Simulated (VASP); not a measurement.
Write the native input for VASP 6.6.1 that does the following.

```
Task                   : single point
Functional             : PBEsol
Potentials or basis    : VASP PAW PBE potentials, release 64 (Ti_sv, Al)
Cutoff                 : 520 eV
k mesh                 : 18 × 18 × 10
Occupations            : gaussian, width 0.15 eV
Spin                   : no spin polarisation
Dipole correction      : no
Further INCAR settings : ALGO = Normal; EDIFF = 1e-06; NBANDS = 14
```

The structure of TiAl lies in POSCAR:

```
TiAl
1.0
    2.8001000000      0.0000000000      0.0000000000
   -1.4000500000      2.4249577331      0.0000000000
    0.0000000000      0.0000000000      4.0649000000
Ti Al
1 1
Direct
    0.0000000000      0.0000000000      0.0000000000
    0.3333333333      0.6666666667      0.5000000000
```

One way to write it, as run:

INCAR

```
PREC = Accurate
ENCUT = 520
EDIFF = 1E-6
ISMEAR = 0
SIGMA = 0.15
LREAL = F
LASPH = T
NELM = 80
ALGO = Normal
ISIF = 2
LWAVE = F
LCHARG = F
GGA = PS
NBANDS = 14
```

KPOINTS

```
Automatic mesh
0
Gamma
  18 18 10
```

Potentials or basis: VASP PAW PBE potentials, release 64 (Ti_sv, Al).

Command:

```sh
$ cat potpaw_PBE.64/Ti_sv/POTCAR potpaw_PBE.64/Al/POTCAR > POTCAR
$ mpirun -np 1 vasp_std > vasp.out
```

It gave:

```json
{
  "Pressure": "28.3 GPa"
}
```

Caveat: the PAW data sets were made with another functional, which shifts forces and pressure a little.

Run time: 42 s on 1 thread of Intel(R) Xeon(R) Platinum 8488C (Sapphire Rapids), on a shared host, peak memory 0.22 GiB.
